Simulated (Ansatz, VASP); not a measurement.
## Two plane-wave programs on ReTe4Pb2

The input POSCAR:

```
ReTe4Pb2
1.0
    0.0000000000      6.3176859100      0.0000000000
    6.3176859100      0.0000000000      0.0000000000
    3.1588424500      3.1588424500     -6.3713499700
Pb Te Re
2 4 1
Direct
    0.7500000000      0.2500000000      0.5000000000
    0.5000000000      0.5000000000      0.0000000000
    0.3750000000      0.3750000000      0.7500000000
    0.6250000000      0.1250000000      0.2500000000
    0.8750000000      0.8750000000      0.7500000000
    0.1250000000      0.6250000000      0.2500000000
    0.0000000000      0.0000000000      0.0000000000
```

INCAR.step1

```
  PREC = Accurate
  ENCUT = 520
  ISMEAR = -1
  SIGMA = 0.0742
  LREAL = False
  LASPH = True
  NELM = 60
  NBANDS = 38
  GGA = PE
  ALGO = Normal
  EDIFF = 1E-4
  LWAVE = True
  LCHARG = False
```

Contents of INCAR.step2:

```
  PREC = Accurate
  ENCUT = 520
  EDIFF = 1E-6
  ISMEAR = -1
  SIGMA = 0.0742
  LREAL = False
  LASPH = True
  NELM = 60
  ALGO = Normal
  ISIF = 2
  LWAVE = False
  LCHARG = True
  METAGGA = R2SCAN
  LMIXTAU = True
  LELF = True
  LVHAR = True
  NBANDS = 38
  ISTART = 1
```

Contents of KPOINTS:

```
Automatic mesh
0
Gamma
  3 3 3
```

Input for Ansatz:

```yaml
crystal:
  lattice:
    - [0.0, 6.31768591, 0.0]
    - [6.31768591, 0.0, 0.0]
    - [3.15884245, 3.15884245, -6.37134997]
  atoms:
    - { symbol: Pb, position: [0.75, 0.25, 0.5] }
    - { symbol: Te, position: [0.375, 0.375, 0.75] }
    - { symbol: Te, position: [0.625, 0.125, 0.25] }
    - { symbol: Te, position: [0.875, 0.875, 0.75] }
    - { symbol: Te, position: [0.125, 0.625, 0.25] }
    - { symbol: Re, position: [0.0, 0.0, 0.0] }
    - { symbol: Pb, position: [0.5, 0.5, 0.0] }
  symmetry: { tolerance: 0.0003 }
kpoints:
  mp_grid: { grid: [3, 3, 3], shift: [0, 0, 0] }
magnetization:
  spin_polarized: false
scf:
  occupations: { method: fermi_dirac, width: 0.0742 }
hamiltonian:
  pseudopotentials: { kind: paw }
  xc: r2scan
basis:
  ecutwfc: 500
output:
  forces: true
  stress: true
  eigenvalues: true
```

Alike in both runs: task single point; functional r2SCAN; k mesh 3 × 3 × 3; occupations fermi-dirac, width 0.0742 eV; no spin polarisation.

```csv
,VASP,Ansatz
version,VASP 6.6.1,Ansatz 0.2.0
potentials or method,"VASP PAW PBE potentials, release 64 (Pb_d, Te, Re), cutoff 520 eV",PAW plane waves
valence electrons in the cell,59,107
```

|  | VASP | Ansatz | Ansatz less VASP |
| --- | --- | --- | --- |
| gap on the k mesh at the Fermi level (eV) | none | none | - |
| pressure (GPa) | 5.1 | 5.1 | +0.02 |
| rms of the force components (eV/Å) | 1.516 | 1.515 | -0.0008 |

VASP's potentials were made for PBE, not for r2SCAN. A gap of «none» marks a metal or a gap that the smearing closes. VASP's potentials hold 59 valence electrons a cell and Ansatz's 107, so a difference there can come from the potentials and not from the codes. Ansatz's warnings: structure snapped to symmetry.

The k mesh is coarse, so the values compare programs but aren't converged. Neither program's run includes spin-orbit coupling.
